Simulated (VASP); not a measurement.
Runs of VASP 6.6.1 on CsSrF3. The structure is that of space group Pm-3m (No. 221), or close to it. The cells are those of the table. 

| cell | gap on the mesh (eV) | pressure (GPa) |
| --- | --- | --- |
| a = 4.841 Å, 5 atoms | 5.81 | -4.6 |
| a = 4.803 Å, 5 atoms | 5.93 | -3.9 |
| a = 4.879 Å, 5 atoms | 5.70 | -5.3 |
| a = 4.763 Å, 5 atoms | 6.03 | -3.0 |
| a = 4.599 Å, 5 atoms | 6.39 | 2.3 |
| a = 4.723 Å, 5 atoms | 6.12 | -2.0 |
| a = 4.682 Å, 5 atoms | 6.21 | (a) |
| a = 4.641 Å, 5 atoms | 6.30 | 0.6 |
| a = 4.917 Å, 5 atoms | 5.59 | (b) |

Alike in all rows: task single point; level LDA; potentials or basis VASP PAW LDA potentials, release 64 (Cs_sv, Sr_sv, F); no spin polarisation; k mesh 4 × 4 × 4; cutoff (eV) 520; smearing gaussian 0.01 eV.

Estimate the missing entries.

(a) -0.8; (b) -5.8.

Caveats: spin-orbit coupling is left out, which moves the levels of the heavy elements.

A k mesh can miss the band edges, and the runs leave out spin-orbit coupling on Cs, Sr.
